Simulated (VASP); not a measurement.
A run of VASP 6.6.1 is set up as follows.

The input POSCAR:

```
HfB2
1.0
    3.0932475100      0.0000000000      0.0000000000
   -1.5466237600      2.6788309200      0.0000000000
    0.0000000000      0.0000000000      3.4349943300
Hf B
1 2
Direct
    0.0000000000      0.0000000000      0.0000000000
    0.3333333300      0.6666666700      0.5000000000
    0.6666666700      0.3333333300      0.5000000000
```

The input INCAR.step1:

```
PREC = Accurate
ENCUT = 500
ISMEAR = -1
SIGMA = 0.1
LREAL = F
LASPH = T
NELM = 120
GGA = PE
ALGO = Normal
EDIFF = 1E-5
LWAVE = T
LCHARG = F
GGA_COMPAT = F
IBRION = 2
EDIFFG = -0.01
NELMIN = 4
NSW = 100
```

File INCAR.step2:

```
PREC = Accurate
ENCUT = 500
EDIFF = 1E-7
ISMEAR = -1
SIGMA = 0.1
LREAL = F
LASPH = T
NELM = 120
ALGO = Normal
ISIF = 2
LWAVE = F
LCHARG = F
METAGGA = R2SCAN
LMIXTAU = T
IBRION = 2
NSW = 50
EDIFFG = -0.01
ISTART = 1
GGA_COMPAT = F
NELMIN = 4
```

The input KPOINTS:

```
Automatic mesh
0
Gamma
  12 12 10
```

Potentials or basis: VASP PAW PBE potentials, release 64 (Hf_pv, B).

The run is started by

```bash
$ cat potpaw_PBE.64/Hf_pv/POTCAR potpaw_PBE.64/B/POTCAR > POTCAR
$ cp INCAR.step1 INCAR
$ mpirun -np 1 vasp_std > vasp.out
$ cp INCAR.step2 INCAR
$ mpirun -np 1 vasp_std > vasp.out
```

What does it give for the band gap on the k mesh?

Zero (bands 8 and 9 overlap by 1.49 eV).

Final structure:
```yaml
crystal:
  lattice:
    - [3.09325, 0.00000, 0.00000]
    - [-1.54662, 2.67883, 0.00000]
    - [0.00000, 0.00000, 3.43499]
  atoms:
    - { symbol: Hf, position: [0.00000, 0.00000, 0.00000] }
    - { symbol: B, position: [0.33333, 0.66667, 0.50000] }
    - { symbol: B, position: [0.66667, 0.33333, 0.50000] }
```

Caveat: spin-orbit coupling is left out, which moves the levels of the heavy elements.
